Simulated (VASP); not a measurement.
# Ge (P6_3/mmc) in VASP: notebook, part 2 of 2

VASP 6.6.1.

### Step 4. Single point, revPBE (volume scaled by 0.92)

Input file INCAR:

```
PREC = Accurate ; ENCUT = 520
EDIFF = 1E-6 ; ISMEAR = -1
SIGMA = 0.1 ; LREAL = False
LASPH = True ; NELM = 60
ALGO = Normal ; ISIF = 2
LWAVE = False ; LCHARG = True
GGA = RE ; LELF = True
LVHAR = True ; NBANDS = 21
```

Input file KPOINTS:

```
Automatic mesh
0
Gamma
  13 13 8
```

Input file POSCAR:

```
Ge
1.0
    3.0010089043      0.0000000000      0.0000000000
   -1.5005044522      2.5989499481      0.0000000000
    0.0000000000      0.0000000000      4.6487980719
Ge
2
Direct
    0.3333333333      0.6666666667      0.2500000000
    0.6666666667      0.3333333333      0.7500000000
```

Potentials or basis: VASP PAW PBE potentials, release 64 (Ge_d).

Run with:

```bash
$ cat potpaw_PBE.64/Ge_d/POTCAR > POTCAR
$ mpirun -np 1 vasp_std > vasp.out
```

OUTCAR:

```text
PREC = Accurate
   ENCUT = 520
   EDIFF = 1E-6
   ISMEAR = -1
   LREAL = False
   LASPH = True
   NELM = 60
   ISIF = 2
   GGA = RE

 ion  position               nearest neighbor table
   1  0.333  0.667  0.250-   2 2.90   2 2.90   2 2.90   2 2.90   2 2.90   2 2.90
   2  0.667  0.333  0.750-   1 2.90   1 2.90   1 2.90   1 2.90   1 2.90   1 2.90

  LATTYP: Found a hexagonal cell.
 ALAT       =     3.0010089043
 C/A-ratio  =     1.5490784000

  Lattice vectors:

 A1 = (   3.0010089043,   0.0000000000,   0.0000000000)
 A2 = (  -1.5005044522,   2.5989499481,   0.0000000000)
 A3 = (   0.0000000000,   0.0000000000,   4.6487980719)

Analysis of symmetry for initial positions (statically):
=====================================================================
 Subroutine PRICEL returns:
 Original cell was already a primitive cell.

 Routine SETGRP: Setting up the symmetry group for a
 hexagonal supercell.

 Subroutine GETGRP returns: Found 24 space group operations
 (whereof 12 operations were pure point group operations)
 out of a pool of 24 trial point group operations.

The static configuration has the point symmetry D_3d.
 The point group associated with its full space group is D_6h.

Analysis of symmetry for dynamics (positions and initial velocities):
=====================================================================
 Subroutine PRICEL returns:
 Original cell was already a primitive cell.

 Routine SETGRP: Setting up the symmetry group for a
 hexagonal supercell.

 Subroutine GETGRP returns: Found 24 space group operations
 (whereof 12 operations were pure point group operations)
 out of a pool of 24 trial point group operations.

The dynamic configuration has the point symmetry D_3d.
 The point group associated with its full space group is D_6h.

 Subroutine INISYM returns: Found 24 space group operations
 (whereof 12 operations are pure point group operations),
 and found     1 'primitive' translations

----------------------------------------------------------------------------------------

                                     Primitive cell

  volume of cell :      36.2582

  direct lattice vectors                    reciprocal lattice vectors
     3.001008904  0.000000000  0.000000000     0.333221271  0.192385390  0.000000000
    -1.500504452  2.598949948  0.000000000     0.000000000  0.384770780  0.000000000
     0.000000000  0.000000000  4.648798072     0.000000000  0.000000000  0.215109365

  length of vectors
     3.001008904  3.001008904  4.648798072     0.384770780  0.384770780  0.215109365

  position of ions in fractional coordinates (direct lattice)
     0.333333333  0.666666667  0.250000000
     0.666666667  0.333333333  0.750000000

  ion indices of the primitive-cell ions
   primitive index   ion index
                 1           1
                 2           2

----------------------------------------------------------------------------------------

 KPOINTS: Automatic mesh

Automatic generation of k-mesh.
 Grid dimensions read from file:
 generate k-points for:   13   13    8

 Generating k-lattice:

  Cartesian coordinates                     Fractional coordinates (reciprocal lattice)
     0.025632405  0.014798876  0.000000000     0.076923077  0.000000000  0.000000000
     0.000000000  0.029597752  0.000000000     0.000000000  0.076923077  0.000000000
     0.000000000  0.000000000  0.026888671     0.000000000  0.000000000  0.125000000

  Length of vectors
     0.029597752  0.029597752  0.026888671

  Shift w.r.t. Gamma in fractional coordinates (k-lattice)
     0.000000000  0.000000000  0.000000000

 Subroutine IBZKPT returns following result:
 ===========================================

 Found    105 irreducible k-points:

 Following reciprocal coordinates:
            Coordinates               Weight
  0.000000  0.000000  0.000000      1.000000
  0.076923  0.000000  0.000000      6.000000
  0.153846  0.000000  0.000000      6.000000
  0.230769  0.000000  0.000000      6.000000
  0.307692  0.000000  0.000000      6.000000
  0.384615  0.000000  0.000000      6.000000
[... 16 lines left out ...]
  0.076923  0.000000  0.125000     12.000000
  0.153846  0.000000  0.125000     12.000000
 [... further k-points ...]
   k-points           NKPTS =    105   k-points in BZ     NKDIM =    105   number of bands    NBANDS=     21
   number of dos      NEDOS =    301   number of ions     NIONS =      2
   total plane-waves  NPLWV =  20736
   dimension x,y,z NGX =    24 NGY =   24 NGZ =   36
   dimension x,y,z NGXF=    48 NGYF=   48 NGZF=   72
   ions per type =               2
   NGX,Y,Z   is equivalent  to a cutoff of  13.30, 13.30, 12.87 a.u.
   NGXF,Y,Z  is equivalent  to a cutoff of  26.59, 26.59, 25.75 a.u.
 SYSTEM =  unknown system
   PREC   = accura    normal or accurate (medium, high low for compatibility)
   ISTART =      0    job   : 0-new  1-cont  2-samecut
   ICHARG =      2    charge: 1-file 2-atom 10-const
   ISPIN  =      1    spin polarized calculation?
   LNONCOLLINEAR =      F non collinear calculations
   LSORBIT =      F    spin-orbit coupling
   LASPH  =      T    aspherical Exc in radial PAW
   ENCUT  =  520.0 eV  38.22 Ry    6.18 a.u.   5.58  5.58  8.64*2*pi/ulx,y,z
   NELM   =     60;   NELMIN=  2; NELMDL= -5     # of ELM steps
   EDIFF  = 0.1E-05   stopping-criterion for ELM
   LREAL  =      F    real-space projection
   EDIFFG = 0.1E-04   stopping-criterion for IOM
   NSW    =      0    number of steps for IOM
   IBRION =     -1    ionic relax: 0-MD 1-quasi-New 2-CG
   NFREE  =      0    steps in history (QN), initial steepest desc. (CG)
   ISIF   =      2    stress and relaxation
   ISYM   =      2    0-nonsym 1-usesym 2-fastsym
   POTIM  = 0.5000    time-step for ionic-motion
   TEBEG  =    0.0;   TEEND  =   0.0 temperature during run
   PSTRESS=    0.0 pullay stress
   NELECT =      28.0000    total number of electrons
   NUPDOWN=      -1.0000    fix difference up-down
   EMIN   =  10.00;   EMAX   =-10.00  energy-range for DOS
   EFERMI =   0.00;   METHOD = LEGACY
   ISMEAR =    -1;   SIGMA  =   0.10  broadening in eV -4-tet -1-fermi 0-gaus
   EFERMI_NEDOS =   21; number of points for ismear=-14 and -15
   IALGO  =     38    algorithm
   IMIX   =      4    mixing-type and parameters
     AMIX     =   0.40;   BMIX     =  1.00
     AMIX_MAG =   1.60;   BMIX_MAG =  1.00
  volume/ion in A,a.u.               =      18.13       122.34
  Fermi-wavevector in a.u.,A,eV,Ry     =   1.501962  2.838296 30.693236  2.255889
  Thomas-Fermi vector in A             =   2.613264
   LORBIT       =      0    0 simple, 1 ext, 2 COOP (PROOUT), +10 PAW based schemes
   GGA     = RE    functional components
   LHFCALC =     F    Hartree Fock is set to
   AEXX    =    0.0000 exact exchange contribution
   IVDW    =     0    specifies the selected vdW correction
   LEPSILON=     F    determine dielectric tensor
   LRPA    =     F    only Hartree local field effects (RPA)
 non-spin polarized calculation
  energy-cutoff  :      520.00
  volume of cell :       36.26
 maximum number of plane-waves:      1008
 NGX is ok and might be reduce to    24
   NGX = 11   NGY = 11   NGZ = 17

 number of electron      28.0000022 magnetization

 Free energy of the ion-electron system (eV)
  ---------------------------------------------------
  ext. energy  EPLUGINS =         0.00000000
  ---------------------------------------------------
  free energy    TOTEN  =        -7.68742121 eV

  energy without entropy =       -7.64434122  energy(sigma->0) =       -7.66588121

 E-fermi :   7.3172     XC(G=0): -11.4256

 val. band max:        7.3062300560   @ k =   0.4615   0.0000   0.1250
 cond. band min:       7.3235261795   @ k =   0.1538   0.1538   0.3750
 fundamental gap:      0.0172961234
 Fermi energy:         7.3172318985

 k-point     1 :       0.0000    0.0000    0.0000
  band No.  band energies     occupation
      1     -17.4993      2.00000
      2     -17.4846      2.00000
      3     -17.4846      2.00000
      4     -17.4805      2.00000
      5     -17.4749      2.00000
      6     -17.4749      2.00000
[... 13 lines left out ...]
     20      19.9528      0.00000
     21      21.4082      0.00000
[... 529 lines left out ...]
 k-point    24 :       0.1538    0.0000    0.1250
  band No.  band energies     occupation
      1     -17.5090      2.00000
      2     -17.4885      2.00000
      3     -17.4838      2.00000
      4     -17.4830      2.00000
      5     -17.4688      2.00000
      6     -17.4598      2.00000
[... 13 lines left out ...]
     20      20.5156      0.00000
     21      20.8881      0.00000

 [... further k-points ...]

------------------------ aborting loop because EDIFF is reached ----------------------------------------

  FORCE on cell =-STRESS in cart. coord.  units (eV):
  Direction    XX          YY          ZZ          XY          YZ          ZX
  --------------------------------------------------------------------------------------
  -------------------------------------------------------------------------------------
  Total        1.2888843      1.2888843      1.5480510     -0.0000000      0.0000000      0.0000000
  in kB       56.9532682     56.9532682     68.4053329     -0.0000000      0.0000000      0.0000000
  external PRESSURE =      60.7706231 kB  Pullay stress =       0.0000000 kB

 VOLUME and BASIS-vectors are now :
 -----------------------------------------------------------------------------
  energy-cutoff  :      520.00
  volume of cell :       36.26
      direct lattice vectors                 reciprocal lattice vectors
     3.001008904  0.000000000  0.000000000     0.333221271  0.192385390  0.000000000
    -1.500504452  2.598949948  0.000000000     0.000000000  0.384770780  0.000000000
     0.000000000  0.000000000  4.648798072     0.000000000  0.000000000  0.215109365

 POSITION                                       TOTAL-FORCE (eV/Angst)
 -----------------------------------------------------------------------------------
     -0.00000      1.73263      1.16220        -0.000000      0.000000      0.000000
      1.50050      0.86632      3.48660         0.000000     -0.000000      0.000000
 -----------------------------------------------------------------------------------
    total drift:                               -0.000000      0.000000     -0.000000

  FREE ENERGIE OF THE ION-ELECTRON SYSTEM (eV)
  ---------------------------------------------------
  free  energy   TOTEN  =        -7.6874212055 eV

  energy  without entropy=       -7.6443412188  energy(sigma->0) =       -7.66588121
```

Run time: 20 s. Hardware: 1 thread of Intel Xeon 6975P-C (Granite Rapids), shared host; peak memory 0.19 GiB.

What came out:

| Item | Value |
| --- | --- |
| Free energy | -7.6874 eV |
| Pressure | 6.1 GPa |
| Band gap on the k mesh | zero (band 14 reaches 14.00 eV, above the bottom of band 15 at 4.57 eV) |

Stress tensor (GPa, compression positive):
```
5.70 0.00 0.00
0.00 5.70 0.00
0.00 0.00 6.84
```

Caveat: the PAW data sets were made with another functional, which shifts forces and pressure a little.

### Step 5. Overview

```csv
cell,k mesh,gap on the mesh (eV),pressure (GPa)
"a = 3.086, b = 3.086, c = 4.780 Å, angles 90.0, 90.0, 120.0°, 2 atoms",12 × 12 × 7,none,0.0
"a = 2.957, b = 2.957, c = 4.580 Å, angles 90.0, 90.0, 120.0°, 2 atoms",13 × 13 × 8,none,9.9
"a = 3.001, b = 3.001, c = 4.649 Å, angles 90.0, 90.0, 120.0°, 2 atoms",13 × 13 × 8,none,6.1
```

Alike in all rows: task single point; level revPBE; potentials or basis VASP PAW PBE potentials, release 64 (Ge_d); no spin polarisation; cutoff (eV) 520; smearing fermi-dirac 0.1 eV.

Caveats: the PAW data sets were made with another functional, which shifts forces and pressure a little.

Total energies depend on the potentials used, so only differences within one code and one set of settings carry meaning.
